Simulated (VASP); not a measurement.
# TiAl3 (scanat) (Pm-3m) in VASP: single point with r2SCAN

Aim: the single point of TiAl3 (scanat) with r2SCAN.

Program: VASP 6.6.1. These are calculated values, not measurements. Logs are shortened: lines on timing, memory, paths and dates and some standing lists are left out, and cuts for length are marked.

### 1 The cell of the first run

It takes space group Pm-3m (No. 221, cubic). The conventional cell has a = 3.948 Å, b = 3.948 Å, c = 3.948 Å, α = 90.00°, β = 90.00°, γ = 90.00°. Within 3.7 Å of Ti (site symmetry m-3m) lie 12 Al at 2.79 Å. Al (site symmetry 4/mmm) has 4 Ti at 2.79 Å and 8 Al at 2.79 Å within 3.7 Å.

### 2 Single point, r2SCAN

Contents of POSCAR:

```
TiAl3
1.0
    3.9479980998      0.0000000000      0.0000000000
    0.0000000000      3.9479980998      0.0000000000
    0.0000000000      0.0000000000      3.9479980998
Ti Al
1 3
Direct
    0.0000000000      0.0000000000      0.0000000000
    0.5000000000      0.5000000000      0.0000000000
    0.5000000000      0.0000000000      0.5000000000
    0.0000000000      0.5000000000      0.5000000000
```

Contents of INCAR.step1:

```
SYSTEM = TiAl3
PREC = Accurate
ENCUT = 520
ISMEAR = 0
SIGMA = 0.1
LREAL = .FALSE.
LASPH = .TRUE.
NELM = 80
NBANDS = 18
GGA = PE
ALGO = Normal
EDIFF = 1E-4
LWAVE = .TRUE.
LCHARG = .FALSE.
```

Contents of INCAR.step2:

```
SYSTEM = TiAl3
PREC = Accurate
ENCUT = 520
EDIFF = 1E-6
ISMEAR = 0
SIGMA = 0.1
LREAL = .FALSE.
LASPH = .TRUE.
NELM = 80
ALGO = Normal
ISIF = 2
LWAVE = .FALSE.
LCHARG = .FALSE.
METAGGA = R2SCAN
LMIXTAU = .TRUE.
NBANDS = 18
ISTART = 1
```

Contents of KPOINTS:

```
regular mesh
0
G
  10 10 10
  0 0 0
```

Potentials or basis: VASP PAW PBE potentials, release 64 (Ti_sv, Al).

Launch:

```sh
cat potpaw_PBE.64/Ti_sv/POTCAR potpaw_PBE.64/Al/POTCAR > POTCAR
cp INCAR.step1 INCAR
mpirun -np 1 vasp_std > vasp.out
cp INCAR.step2 INCAR
mpirun -np 1 vasp_std > vasp.out
```

OUTCAR:

```text
SYSTEM = TiAl3
   PREC = Accurate
   ENCUT = 520
   EDIFF = 1E-6
   ISMEAR = 0
   LREAL = .FALSE.
   LASPH = .TRUE.
   NELM = 80
   ISIF = 2
   METAGGA = R2SCAN
   ISTART = 1

 ion  position               nearest neighbor table
   1  0.000  0.000  0.000-   2 2.79   3 2.79   4 2.79   3 2.79   4 2.79   2 2.79   4 2.79   4 2.79
                             2 2.79   3 2.79   3 2.79   2 2.79
   2  0.500  0.500  0.000-   1 2.79   3 2.79   4 2.79   3 2.79   4 2.79   1 2.79   3 2.79   3 2.79
                             1 2.79   4 2.79   4 2.79   1 2.79
   3  0.500  0.000  0.500-   1 2.79   2 2.79   4 2.79   1 2.79   2 2.79   2 2.79   4 2.79   2 2.79
                             1 2.79   4 2.79   1 2.79   4 2.79
   4  0.000  0.500  0.500-   1 2.79   2 2.79   3 2.79   1 2.79   2 2.79   1 2.79   3 2.79   1 2.79
                             2 2.79   3 2.79   2 2.79   3 2.79

  LATTYP: Found a simple cubic cell.
 ALAT       =     3.9479980998

  Lattice vectors:

 A1 = (   3.9479980998,   0.0000000000,   0.0000000000)
 A2 = (   0.0000000000,   3.9479980998,   0.0000000000)
 A3 = (   0.0000000000,   0.0000000000,   3.9479980998)

Analysis of symmetry for initial positions (statically):
=====================================================================
 Subroutine PRICEL returns:
 Original cell was already a primitive cell.

 Routine SETGRP: Setting up the symmetry group for a
 simple cubic supercell.

 Subroutine GETGRP returns: Found 48 space group operations
 (whereof 48 operations were pure point group operations)
 out of a pool of 48 trial point group operations.

The static configuration has the point symmetry O_h .

Analysis of symmetry for dynamics (positions and initial velocities):
=====================================================================
 Subroutine PRICEL returns:
 Original cell was already a primitive cell.

 Routine SETGRP: Setting up the symmetry group for a
 simple cubic supercell.

 Subroutine GETGRP returns: Found 48 space group operations
 (whereof 48 operations were pure point group operations)
 out of a pool of 48 trial point group operations.

The dynamic configuration has the point symmetry O_h .

 Subroutine INISYM returns: Found 48 space group operations
 (whereof 48 operations are pure point group operations),
 and found     1 'primitive' translations

----------------------------------------------------------------------------------------

                                     Primitive cell

  volume of cell :      61.5362

  direct lattice vectors                    reciprocal lattice vectors
     3.947998100  0.000000000  0.000000000     0.253292928  0.000000000  0.000000000
     0.000000000  3.947998100  0.000000000     0.000000000  0.253292928  0.000000000
     0.000000000  0.000000000  3.947998100     0.000000000  0.000000000  0.253292928

  length of vectors
     3.947998100  3.947998100  3.947998100     0.253292928  0.253292928  0.253292928

  position of ions in fractional coordinates (direct lattice)
     0.000000000  0.000000000  0.000000000
     0.500000000  0.500000000  0.000000000
     0.500000000  0.000000000  0.500000000
     0.000000000  0.500000000  0.500000000

  ion indices of the primitive-cell ions
   primitive index   ion index
                 1           1
                 2           2
                 3           3
                 4           4

----------------------------------------------------------------------------------------

 KPOINTS: regular mesh

Automatic generation of k-mesh.
 Grid dimensions read from file:
 generate k-points for:   10   10   10

 Generating k-lattice:

  Cartesian coordinates                     Fractional coordinates (reciprocal lattice)
     0.025329293  0.000000000  0.000000000     0.100000000  0.000000000  0.000000000
     0.000000000  0.025329293  0.000000000     0.000000000  0.100000000  0.000000000
     0.000000000  0.000000000  0.025329293     0.000000000  0.000000000  0.100000000

  Length of vectors
     0.025329293  0.025329293  0.025329293

  Shift w.r.t. Gamma in fractional coordinates (k-lattice)
     0.000000000  0.000000000  0.000000000

 Subroutine IBZKPT returns following result:
 ===========================================

 Found     56 irreducible k-points:

 Following reciprocal coordinates:
            Coordinates               Weight
  0.000000  0.000000  0.000000      1.000000
  0.100000  0.000000  0.000000      6.000000
  0.200000  0.000000  0.000000      6.000000
  0.300000  0.000000  0.000000      6.000000
  0.400000  0.000000  0.000000      6.000000
  0.500000  0.000000  0.000000      3.000000
[... 16 lines left out ...]
  0.200000  0.100000  0.100000     24.000000
  0.300000  0.100000  0.100000     24.000000
 [... further k-points ...]
   k-points           NKPTS =     56   k-points in BZ     NKDIM =     56   number of bands    NBANDS=     18
   number of dos      NEDOS =    301   number of ions     NIONS =      4
   total plane-waves  NPLWV =  27000
   dimension x,y,z NGX =    30 NGY =   30 NGZ =   30
   dimension x,y,z NGXF=    60 NGYF=   60 NGZF=   60
   ions per type =               1   3
   NGX,Y,Z   is equivalent  to a cutoff of  12.63, 12.63, 12.63 a.u.
   NGXF,Y,Z  is equivalent  to a cutoff of  25.27, 25.27, 25.27 a.u.
 SYSTEM =  TiAl3
   PREC   = accura    normal or accurate (medium, high low for compatibility)
   ISTART =      1    job   : 0-new  1-cont  2-samecut
   ICHARG =      0    charge: 1-file 2-atom 10-const
   ISPIN  =      1    spin polarized calculation?
   LNONCOLLINEAR =      F non collinear calculations
   LSORBIT =      F    spin-orbit coupling
   LASPH  =      T    aspherical Exc in radial PAW
   ENCUT  =  520.0 eV  38.22 Ry    6.18 a.u.   7.34  7.34  7.34*2*pi/ulx,y,z
   NELM   =     80;   NELMIN=  2; NELMDL=  0     # of ELM steps
   EDIFF  = 0.1E-05   stopping-criterion for ELM
   LREAL  =      F    real-space projection
   EDIFFG = 0.1E-04   stopping-criterion for IOM
   NSW    =      0    number of steps for IOM
   IBRION =     -1    ionic relax: 0-MD 1-quasi-New 2-CG
   NFREE  =      0    steps in history (QN), initial steepest desc. (CG)
   ISIF   =      2    stress and relaxation
   ISYM   =      2    0-nonsym 1-usesym 2-fastsym
   POTIM  = 0.5000    time-step for ionic-motion
   TEBEG  =    0.0;   TEEND  =   0.0 temperature during run
   PSTRESS=    0.0 pullay stress
   NELECT =      21.0000    total number of electrons
   NUPDOWN=      -1.0000    fix difference up-down
   EMIN   =  10.00;   EMAX   =-10.00  energy-range for DOS
   EFERMI =   0.00;   METHOD = LEGACY
   ISMEAR =     0;   SIGMA  =   0.10  broadening in eV -4-tet -1-fermi 0-gaus
   EFERMI_NEDOS =   21; number of points for ismear=-14 and -15
   IALGO  =     38    algorithm
   IMIX   =      4    mixing-type and parameters
     AMIX     =   0.40;   BMIX     =  1.00
     AMIX_MAG =   1.60;   BMIX_MAG =  1.00
  volume/ion in A,a.u.               =      15.38       103.82
  Fermi-wavevector in a.u.,A,eV,Ry     =   1.144031  2.161904 17.807389  1.308806
  Thomas-Fermi vector in A             =   2.280724
   LORBIT       =      0    0 simple, 1 ext, 2 COOP (PROOUT), +10 PAW based schemes
   METAGGA = R2SCAN    functional components
   LHFCALC =     F    Hartree Fock is set to
   AEXX    =    0.0000 exact exchange contribution
   IVDW    =     0    specifies the selected vdW correction
   LEPSILON=     F    determine dielectric tensor
   LRPA    =     F    only Hartree local field effects (RPA)
 non-spin polarized calculation
 Gauss-broadening in eV      SIGMA  =   0.10
  energy-cutoff  :      520.00
  volume of cell :       61.54
 maximum number of plane-waves:      1683
 NGX is ok and might be reduce to    30
   NGX = 15   NGY = 15   NGZ = 15

 number of electron      20.9999997 magnetization

 Free energy of the ion-electron system (eV)
  ---------------------------------------------------
  ext. energy  EPLUGINS =         0.00000000
  ---------------------------------------------------
  free energy    TOTEN  =       -34.82229303 eV

  energy without entropy =      -34.81267316  energy(sigma->0) =      -34.81748310

 E-fermi :   9.2539     XC(G=0): -11.6152

 val. band max:        9.2090549488   @ k =   0.4000   0.4000   0.1000
 cond. band min:       9.2581486799   @ k =   0.2000   0.1000   0.0000
 fundamental gap:      0.0490937311
 Fermi energy:         9.2539150212

 k-point     1 :       0.0000    0.0000    0.0000
  band No.  band energies     occupation
      1     -50.0895      2.00000
      2     -25.3574      2.00000
      3     -25.3574      2.00000
      4     -25.3574      2.00000
      5      -2.2999      2.00000
      6       6.0084      2.00000
[... 10 lines left out ...]
     17      15.2985      0.00000
     18      15.2985      0.00000

 k-point     2 :       0.1000    0.0000    0.0000
  band No.  band energies     occupation
      1     -50.0894      2.00000
      2     -25.3596      2.00000
      3     -25.3573      2.00000
      4     -25.3573      2.00000
      5      -2.1968      2.00000
      6       5.1489      2.00000
[... 10 lines left out ...]
     17      15.1317      0.00000
     18      15.1317      0.00000

 k-point     3 :       0.2000    0.0000    0.0000
  band No.  band energies     occupation
      1     -50.0892      2.00000
      2     -25.3653      2.00000
      3     -25.3569      2.00000
      4     -25.3569      2.00000
      5      -1.8901      2.00000
      6       3.8514      2.00000
[... 10 lines left out ...]
     17      14.4204      0.00000
     18      14.4577      0.00000

 k-point     4 :       0.3000    0.0000    0.0000
  band No.  band energies     occupation
      1     -50.0889      2.00000
      2     -25.3723      2.00000
      3     -25.3564      2.00000
      4     -25.3564      2.00000
      5      -1.3898      2.00000
      6       2.5661      2.00000
[... 10 lines left out ...]
     17      13.5228      0.00000
     18      15.4310      0.00000

 k-point     5 :       0.4000    0.0000    0.0000
  band No.  band energies     occupation
      1     -50.0887      2.00000
      2     -25.3780      2.00000
      3     -25.3559      2.00000
      4     -25.3559      2.00000
      5      -0.7258      2.00000
      6       1.4118      2.00000
[... 10 lines left out ...]
     17      12.8231      0.00000
     18      15.2847      0.00000

 k-point     6 :       0.5000    0.0000    0.0000
  band No.  band energies     occupation
      1     -50.0886      2.00000
      2     -25.3802      2.00000
      3     -25.3558      2.00000
      4     -25.3558      2.00000
      5      -0.1803      2.00000
      6       0.7004      2.00000
[... 10 lines left out ...]
     17      12.5472      0.00000
     18      15.1470      0.00000

 k-point     7 :       0.1000    0.1000    0.0000
  band No.  band energies     occupation
      1     -50.0893      2.00000
      2     -25.3595      2.00000
      3     -25.3593      2.00000
      4     -25.3571      2.00000
      5      -2.0941      2.00000
      6       5.0796      2.00000
[... 10 lines left out ...]
     17      14.8275      0.00000
     18      15.1405      0.00000

 k-point     8 :       0.2000    0.1000    0.0000
  band No.  band energies     occupation
      1     -50.0891      2.00000
      2     -25.3651      2.00000
      3     -25.3590      2.00000
      4     -25.3567      2.00000
      5      -1.7891      2.00000
      6       3.9275      2.00000
[... 10 lines left out ...]
     17      14.4592      0.00000
     18      14.5190      0.00000
[... 229 lines left out ...]
     17      13.3578      0.00000
     18      15.0091      0.00000

 k-point    20 :       0.5000    0.4000    0.0000
  band No.  band energies     occupation
      1     -50.0878      2.00000
      2     -25.3776      2.00000
      3     -25.3752      2.00000
      4     -25.3543      2.00000
      5       1.0832      2.00000
      6       2.2302      2.00000
[... 10 lines left out ...]
     17      13.4908      0.00000
     18      15.1129      0.00000

 k-point    21 :       0.5000    0.5000    0.0000
  band No.  band energies     occupation
      1     -50.0877      2.00000
      2     -25.3773      2.00000
      3     -25.3773      2.00000
      4     -25.3542      2.00000
      5       1.4391      2.00000
      6       2.6865      2.00000
[... 10 lines left out ...]
     17      14.3440      0.00000
     18      14.7359      0.00000

 k-point    22 :       0.1000    0.1000    0.1000
  band No.  band energies     occupation
      1     -50.0893      2.00000
      2     -25.3595      2.00000
      3     -25.3592      2.00000
      4     -25.3592      2.00000
      5      -1.9920      2.00000
      6       5.1442      2.00000
[... 10 lines left out ...]
     17      14.8203      0.00000
     18      14.8203      0.00000

 k-point    23 :       0.2000    0.1000    0.1000
  band No.  band energies     occupation
      1     -50.0890      2.00000
      2     -25.3649      2.00000
      3     -25.3589      2.00000
      4     -25.3587      2.00000
      5      -1.6885      2.00000
      6       4.0025      2.00000
[... 10 lines left out ...]
     17      14.3581      0.00000
     18      14.4264      0.00000

 k-point    24 :       0.3000    0.1000    0.1000
  band No.  band energies     occupation
      1     -50.0887      2.00000
      2     -25.3719      2.00000
      3     -25.3584      2.00000
      4     -25.3582      2.00000
      5      -1.1937      2.00000
      6       2.7395      2.00000
[... 10 lines left out ...]
     17      13.7542      0.00000
     18      15.1152      0.00000

 [... further k-points ...]
[... 5 lines left out ...]
  --------------------------------------------------------------------------------------
  -------------------------------------------------------------------------------------
  Total        0.2219724      0.2219724      0.2219724     -0.0000000     -0.0000000      0.0000000
  in kB        5.7793466      5.7793466      5.7793466     -0.0000000     -0.0000000      0.0000000
  external PRESSURE =       5.7793466 kB  Pullay stress =       0.0000000 kB

 VOLUME and BASIS-vectors are now :
 -----------------------------------------------------------------------------
  energy-cutoff  :      520.00
  volume of cell :       61.54
      direct lattice vectors                 reciprocal lattice vectors
     3.947998100  0.000000000  0.000000000     0.253292928  0.000000000  0.000000000
     0.000000000  3.947998100  0.000000000     0.000000000  0.253292928  0.000000000
     0.000000000  0.000000000  3.947998100     0.000000000  0.000000000  0.253292928

 POSITION                                       TOTAL-FORCE (eV/Angst)
 -----------------------------------------------------------------------------------
      0.00000      0.00000      0.00000         0.000000      0.000000      0.000000
      1.97400      1.97400      0.00000         0.000000      0.000000      0.000000
      1.97400      0.00000      1.97400         0.000000      0.000000      0.000000
      0.00000      1.97400      1.97400         0.000000      0.000000      0.000000
 -----------------------------------------------------------------------------------
    total drift:                                0.000000     -0.000000      0.000000

  FREE ENERGIE OF THE ION-ELECTRON SYSTEM (eV)
  ---------------------------------------------------
  free  energy   TOTEN  =       -34.8222930290 eV

  energy  without entropy=      -34.8126731614  energy(sigma->0) =      -34.81748310
```

Run time: 2.2 min. Hardware: 1 thread of Intel Xeon 6975P-C, shared host; peak memory 0.21 GiB.

Results:

```yaml
Free_energy: -34.8223 eV
Pressure: 0.6 GPa
```

Levels at points of the mesh, in eV from the Fermi level:
| k point | band 6 | band 7 | band 8 | band 9 | band 10 | band 11 | band 12 | band 13 | band 14 | band 15 |
| --- | --- | --- | --- | --- | --- | --- | --- | --- | --- | --- |
| (0.00, 0.00, 0.00) | -3.25 | -3.25 | -2.42 | -2.42 | -2.42 | 0.11 | 0.11 | 0.11 | 0.62 | 4.57 |
| (0.50, 0.00, 0.00) | -8.55 | -2.49 | -2.49 | -2.33 | 0.38 | 0.66 | 0.66 | 0.89 | 1.18 | 1.71 |
| (0.50, 0.50, 0.00) | -6.57 | -6.57 | -5.46 | -1.40 | -1.40 | 0.61 | 1.07 | 1.08 | 1.40 | 3.78 |
| (0.50, 0.50, 0.50) | -5.44 | -5.44 | -5.44 | -3.91 | -3.91 | -3.91 | 0.21 | 1.46 | 1.46 | 2.96 |

Caveat: the PAW data sets were made with another functional, which shifts forces and pressure a little.
